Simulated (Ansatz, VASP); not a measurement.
## CuSb5: VASP beside Ansatz

```
Cu Sb
1.0
    -4.50667   -4.43161    0.14733
    -0.77033    5.16668    5.98574
    -4.19075    4.24877   -4.22883
Cu Sb
2 10
Direct
  0.74096 0.66473 0.25175
  0.17363 0.66990 0.24831
  0.39536 0.00145 0.13482
  0.86091 0.99999 0.13588
  0.95632 0.16681 0.75043
  0.45794 0.16783 0.75007
  0.51867 0.33310 0.36560
  0.05328 0.33504 0.36495
  0.63936 0.54999 0.91495
  0.15768 0.54992 0.91329
  0.75787 0.78468 0.58704
  0.27367 0.78469 0.58511
```

Alike in both runs: functional PBE; k mesh 4 × 3 × 3; occupations gaussian, width 0.1 eV; no spin polarisation.

Ansatz relaxed the structure, and its values are those at the end. VASP's run is a single point on that final structure, the one shown.

|  | VASP | Ansatz |
| --- | --- | --- |
| version | VASP 6.6.1 | Ansatz 0.2.0 |
| potentials or method | VASP PAW PBE potentials, release 64 (Cu, Sb), cutoff 520 eV | scalar-relativistic, plane waves, PAW |
| valence electrons in the cell | 72 | 188 |

|  | VASP | Ansatz | Ansatz less VASP |
| --- | --- | --- | --- |
| gap on the k mesh at the Fermi level (eV) | none | none | - |
| pressure (GPa) | 0.0 | 0.0 | +0.01 |
| rms of the force components (eV/Å) | 0.008 | 0.008 | -0.0001 |

A gap of «none» marks a metal or a gap that the smearing closes. VASP's potentials hold 72 valence electrons a cell and Ansatz's 188, so a difference there can come from the potentials and not from the codes.

Spin-orbit coupling is off throughout.
